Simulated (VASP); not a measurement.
A run of VASP 6.6.1 is set up as follows.

Contents of INCAR:

```
  PREC = Accurate
  ENCUT = 520
  EDIFF = 1E-7
  ISMEAR = 0
  SIGMA = 0.05
  LREAL = Auto
  LASPH = T
  NELM = 80
  ALGO = Normal
  ISIF = 2
  LWAVE = F
  LCHARG = F
  GGA = PE
  IVDW = 12
  NBANDS = 52
```

The input KPOINTS:

```
Automatic mesh
0
Gamma
  2 2 2
```

The input POSCAR:

```
TiSi16
1.0
    0.0000000000      5.4300000000      5.4300000000
    5.4300000000      0.0000000000      5.4300000000
    5.4300000000      5.4300000000      0.0000000000
Si Ti
16 1
Direct
   -0.0160693370     -0.0160441068      0.0476883057
    0.1251979742      0.1252230203      0.1357186004
    0.0092186924      0.0092431860      0.5085231123
    0.1082663904      0.1082910681      0.6746768877
    0.0155002762      0.4988492634     -0.0136562615
    0.1251912523      0.6133886740      0.1357382136
    0.0092084715      0.4725441989      0.5085449355
    0.1593006446      0.6137772560      0.6126892265
    0.4988242173      0.0155216390     -0.0136505525
    0.6133627072      0.1252146409      0.1357424494
    0.4725205341      0.0092302947      0.5085496317
    0.6137527624      0.1593209024      0.6126958564
    0.4988167587      0.4988397790     -0.0136283610
    0.6414101289      0.6414333333      0.0752666667
    0.5176821363      0.5177009208      0.4464648250
    0.6137389503      0.6137610497      0.6127220074
    0.7836068140      0.7836268877      0.6486793738
```

Potentials or basis: VASP PAW PBE potentials, release 64 (Si, Ti_sv).

Run with:

```bash
$ cat potpaw_PBE.64/Si/POTCAR potpaw_PBE.64/Ti_sv/POTCAR > POTCAR
$ mpirun -np 1 vasp_std > vasp.out
```

(1) What does it give for the dispersion energy per atom?

(2) What does it give for the largest force?

(3) What does it give for the pressure?

Answers

(1) -0.343 eV.

(2) 1.974 eV/Å.

(3) 1.3 GPa.

Caveat: the k points lie up to 0.50 Å⁻¹ apart.
